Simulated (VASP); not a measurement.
A run of VASP 6.6.1 is set up as follows.

Contents of INCAR:

```
ALGO = Normal ; EDIFF = 1E-6
ENCUT = 520 ; GGA = PE
ISIF = 2 ; ISMEAR = 0
LASPH = T ; LCHARG = F
LREAL = F ; LWAVE = F
NBANDS = 22 ; NELM = 100
PREC = Accurate ; SIGMA = 0.1
```

File KPOINTS:

```
k-points
0
Gamma
  12 12 12
```

Contents of POSCAR:

```
InSb3
1.0
    3.4041950260      1.9654129146      2.7797463395
   -3.4041950260      1.9654129146      2.7797463395
    0.0000000000     -3.9308258293      2.7797463394
In Sb
1 3
Direct
    0.5000000000      0.5000000000      0.5000000000
    0.0000000000      0.0000000000      0.5000000000
    0.5000000000      0.0000000000      0.0000000000
    0.0000000000      0.5000000000      0.0000000000
```

Potentials or basis: VASP PAW PBE potentials, release 64 (In_d, Sb).

Run with:

```bash
$ cat potpaw_PBE.64/In_d/POTCAR potpaw_PBE.64/Sb/POTCAR > POTCAR
$ mpirun -np 1 vasp_std > vasp.out
```

Estimate the band gap on the k mesh.

zero (bands 14 and 15 overlap by 4.57 eV).

What does it give for the pressure?

-0.1 GPa.

Caveat: spin-orbit coupling is left out, which moves the levels of the heavy elements.
